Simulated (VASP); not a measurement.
Write the native input for VASP 6.6.1 that does the following.

```yaml
Task: single point
Functional: PBE
Potentials_or_basis: VASP PAW PBE potentials, release 64 (Li_sv)
Cutoff: 750 eV
k_mesh: 8 × 8 × 8
Occupations: gaussian, width 0.1 eV
Spin: no spin polarisation
Dipole_correction: no
Further_INCAR_settings: ALGO = Normal; EDIFF = 1e-06; NBANDS = 8
```

The structure of Li lies in POSCAR:

```
Li
1.0
    0.0000000000      2.1468618015      2.1468618015
    2.1468618015      0.0000000000      2.1468618015
    2.1468618015      2.1468618015      0.0000000000
Li
1
Direct
    0.0000000000      0.0000000000      0.0000000000
```

This isn't the form of Li at room conditions, which is bcc.

One way to write it, as run:

INCAR

```
SYSTEM = Li
ALGO = Normal
EDIFF = 1E-6
ENCUT = 750
GGA = PE
GGA_COMPAT = .False.
ISIF = 2
ISMEAR = 0
LASPH = .True.
LCHARG = .False.
LREAL = .False.
LWAVE = .False.
NBANDS = 8
NELM = 120
PREC = Accurate
SIGMA = 0.1
```

KPOINTS

```
k-points
0
Gamma
  8 8 8
  0 0 0
```

Potentials or basis: VASP PAW PBE potentials, release 64 (Li_sv).

Command:

```console
$ cat potpaw_PBE.64/Li_sv/POTCAR > POTCAR
$ mpirun -np 1 vasp_std > vasp.out
```

It gave:

| Item | Value |
| --- | --- |
| Pressure | 0.2 GPa |
| Band gap on the k mesh | zero (an odd number of electrons rules out a gap without spin polarisation) |

It took 9.8 s on 1 thread of Intel Xeon 8259CL (shared host), peak memory 0.14 GiB.
